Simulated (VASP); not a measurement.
A run of VASP 6.6.1:

INCAR

```
SYSTEM = Sr8Hf5Zr3O24
PREC = Accurate
ENCUT = 520
EDIFF = 1E-6
ISMEAR = -1
SIGMA = 0.05
LREAL = Auto
LASPH = .True.
NELM = 60
ALGO = Normal
ISIF = 2
LWAVE = .False.
LCHARG = .False.
GGA = PS
ISYM = 0
NBANDS = 181
```

KPOINTS

```
Automatic mesh
0
Gamma
  1 1 1
  0.25 0.25 0.25
```

The input POSCAR:

```
Sr8Hf5Zr3O24
1.0
    8.1522075728      0.0000000000      0.0000000000
    0.0000000000      8.1522075728      0.0000000000
    0.0000000000      0.0000000000      8.1522075728
Sr Zr Hf O
8 3 5 24
Direct
    0.9987850000      0.0166870000      0.0112460000
    0.9987610000      0.0108020000      0.5180750000
    0.9988360000      0.5100940000      0.0181100000
    0.9987120000      0.5165020000      0.5126050000
    0.5007900000      0.9813000000      0.9880850000
    0.5006870000      0.9876240000      0.4825550000
    0.5007230000      0.4868860000      0.9825070000
    0.5007130000      0.4809320000      0.4894310000
    0.2497460000      0.2488670000      0.2503170000
    0.2497810000      0.7488480000      0.2503410000
    0.2497320000      0.7488730000      0.7503380000
    0.2497350000      0.2488660000      0.7503080000
    0.7497550000      0.2488600000      0.2503140000
    0.7497570000      0.2488440000      0.7503170000
    0.7497400000      0.7488370000      0.2503450000
    0.7497350000      0.7488600000      0.7503500000
    0.2113630000      0.2867890000      0.9995890000
    0.2881590000      0.2109510000      0.5010300000
    0.2901840000      0.7108470000      0.0002100000
    0.2093100000      0.7869160000      0.5005020000
    0.7884050000      0.2804010000      0.0004430000
    0.7111050000      0.2172990000      0.5001990000
    0.7094220000      0.7174030000      0.0001740000
    0.7900780000      0.7802960000      0.5005500000
    0.9988650000      0.2017010000      0.2776660000
    0.9996650000      0.2766700000      0.7054270000
    0.9988440000      0.7777210000      0.2031280000
    0.9988390000      0.7031450000      0.7796360000
    0.5006440000      0.2960000000      0.2229240000
    0.4998560000      0.2210600000      0.7951590000
    0.5006880000      0.7199410000      0.2976550000
    0.5006400000      0.7946310000      0.7211360000
    0.2904530000      0.9988020000      0.2124730000
    0.2111840000      0.9998090000      0.7881490000
    0.2090900000      0.4989160000      0.2882140000
    0.2882770000      0.4979390000      0.7124660000
    0.7093780000      0.9987050000      0.2190080000
    0.7886850000      0.9990560000      0.7820710000
    0.7901310000      0.4990010000      0.2816850000
    0.7108410000      0.4986530000      0.7186230000
```

Potentials or basis: VASP PAW PBE potentials, release 64 (Sr_sv, Zr_sv, Hf_pv, O).

Launch:

```sh
$ cat potpaw_PBE.64/Sr_sv/POTCAR potpaw_PBE.64/Zr_sv/POTCAR potpaw_PBE.64/Hf_pv/POTCAR potpaw_PBE.64/O/POTCAR > POTCAR
$ mpirun -np 1 vasp_std > vasp.out
```

Hardware: 1 thread of Intel(R) Xeon(R) Platinum 8259CL CPU @ 2.50GHz (Skylake/Cascade Lake), on a shared host.

Question: How long does it take, and how much memory?

Answer: It took 13 min on 1 thread of Intel(R) Xeon(R) Platinum 8259CL CPU @ 2.50GHz (Skylake/Cascade Lake), on a shared host, peak memory 0.74 GiB. Counts: scf iterations 17, k points 4.
